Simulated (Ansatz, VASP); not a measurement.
## Two plane-wave programs on H

The input INCAR:

```
SYSTEM = H
PREC = Accurate ; ENCUT = 520
EDIFF = 1E-6 ; ISMEAR = -1
SIGMA = 0.06802846561497 ; LREAL = .False.
LASPH = .True. ; NELM = 60
ALGO = Normal ; ISIF = 2
LWAVE = .False. ; LCHARG = .False.
GGA = PE ; NBANDS = 8
```

KPOINTS

```
Automatic mesh
0
Gamma
  3 3 4
  0 0 0
```

POSCAR

```
H
1.0
    5.1702470185      0.0000000000      0.0000000000
   -2.5851235093      4.4775652619      0.0000000000
    0.0000000000      0.0000000000      3.8495250000
H
2
Direct
    0.3333333333      0.6666666667      0.2500000000
    0.6666666667      0.3333333333      0.7500000000
```

Input for Ansatz:

```yaml
crystal:
  lattice:
    - [5.1702470185, 0.0, 0.0]
    - [-2.5851235093, 4.4775652619, 0.0]
    - [0.0, 0.0, 3.849525]
  atoms:
    - { symbol: H, position: [0.3333333333, 0.6666666667, 0.25] }
    - { symbol: H, position: [0.6666666667, 0.3333333333, 0.75] }
basis:
  ecutwfc: 420
kpoints:
  mp_grid: { grid: [3, 3, 4] }
hamiltonian:
  xc: pbe
scf:
  occupations: { method: fermi_dirac, width: "0.005 Ry" }
  max_iter: 60
output:
  forces: true
  stress: true
  eigenvalues: true
```

Alike in both runs: task single point; functional PBE; k mesh 3 × 3 × 4; no spin polarisation.

|  | VASP | Ansatz |
| --- | --- | --- |
| version | VASP 6.6.1 | Ansatz 0.2.0 |
| potentials or method | VASP PAW PBE potentials, release 64 (H), cutoff 520 eV | scalar-relativistic, plane waves, PAW |
| occupations | fermi-dirac, width 0.0680285 eV | fermi-dirac |
| valence electrons in the cell | 2 | 2 |

|  | VASP | Ansatz | Ansatz less VASP |
| --- | --- | --- | --- |
| gap on the k mesh at the Fermi level (eV) | none | none | - |
| pressure (GPa) | -1.6 | -1.5 | +0.03 |
| traceless stress, the component that is largest in VASP (GPa) | -0.27 | -0.27 | +0.002 |

A gap of «none» marks a metal or a gap that the smearing closes.

The k mesh is coarse, so the values compare programs but aren't converged.
